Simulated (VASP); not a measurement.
A run of VASP 6.6.1:

Contents of POSCAR:

```
Sb
1.0
    1.9600000000      1.9600000000      1.9600000000
   -1.9600000000      1.9600000000      1.9600000000
   -1.9600000000     -1.9600000000      1.9600000000
Sb
1
Direct
    0.0000000000      0.0000000000      0.0000000000
```

The input INCAR.step1:

```
  PREC = Accurate
  ENCUT = 600
  ISMEAR = -1
  SIGMA = 0.1
  LREAL = False
  LASPH = True
  NELM = 100
  GGA = PE
  ALGO = Normal
  EDIFF = 1E-4
  LWAVE = True
  LCHARG = False
```

INCAR.step2

```
  PREC = Accurate
  ENCUT = 600
  EDIFF = 1E-6
  ISMEAR = -1
  SIGMA = 0.1
  LREAL = False
  LASPH = True
  NELM = 100
  ALGO = Normal
  ISIF = 3
  LWAVE = False
  LCHARG = False
  METAGGA = R2SCAN
  LMIXTAU = True
  IBRION = 2
  NSW = 80
  EDIFFG = -0.01
  ISTART = 1
```

The input KPOINTS:

```
Automatic mesh
0
Gamma
  8 8 8
```

Potentials or basis: VASP PAW PBE potentials, release 64 (Sb).

The run is started by

```sh
$ cat potpaw_PBE.64/Sb/POTCAR > POTCAR
$ cp INCAR.step1 INCAR
$ mpirun -np 1 vasp_std > vasp.out
$ cp INCAR.step2 INCAR
$ mpirun -np 1 vasp_std > vasp.out
```

Hardware: 1 thread of Intel Xeon 8259CL (shared host).

Q: How long does it take, and how much memory?

A: It took 91 s on 1 thread of Intel Xeon 8259CL, on a shared host, peak memory 0.17 GiB. Counts: k points 29, ion steps 4.
